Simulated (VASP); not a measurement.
Here is a VASP 6.6.1 calculation.

The input INCAR:

```
ALGO     = Normal         # electronic algorithm
EDIFF    = 1E-6           # SCF threshold, eV
ENCUT    = 520            # plane-wave cutoff, eV
GGA      = PE             # functional
ISIF     = 2              # what is computed and relaxed
ISMEAR   = 0              # smearing method
LASPH    = T              # aspherical terms in the spheres
LCHARG   = F              # write CHGCAR
LREAL    = F              # projectors in reciprocal space
LWAVE    = F              # write WAVECAR
NBANDS   = 23             # bands
NELM     = 60             # most SCF steps
PREC     = Accurate       # precision mode
SIGMA    = 0.1            # smearing width, eV
```

KPOINTS

```
k-points
0
Gamma
  6 6 6
```

File POSCAR:

```
Li2GeAs2
1.0
   -2.0803340700      2.0803340700      4.9453356800
    2.0803340700     -2.0803340700      4.9453356800
    2.0803340700      2.0803340700     -4.9453356800
Li Ge As
2 1 2
Direct
    0.7500000000      0.2500000000      0.5000000000
    0.2500000000      0.7500000000      0.5000000000
    0.0000000000      0.0000000000      0.0000000000
    0.3765000100      0.3765000100      0.0000000000
    0.6234999900      0.6234999900      0.0000000000
```

Potentials or basis: VASP PAW PBE potentials, release 64 (Li_sv, Ge_d, As).

Launch:

```bash
$ cat potpaw_PBE.64/Li_sv/POTCAR potpaw_PBE.64/Ge_d/POTCAR potpaw_PBE.64/As/POTCAR > POTCAR
$ mpirun -np 1 vasp_std > vasp.out
```

Predict the band gap on the k mesh.

zero (bands 15 and 16 overlap by 2.14 eV).

Predict the largest force.

1.154 eV/Å.

Forces in eV/Å, atoms in the order of the input:
```
Li   0.000  0.000  0.000
Li   0.000  0.000  0.000
Ge   0.000  0.000  0.000
As   0.000  0.000  1.154
As   0.000  0.000 -1.154
```

Caveat: forces of over 1 eV/Å act on the atoms, so gaps and moduli don't describe the material at rest.
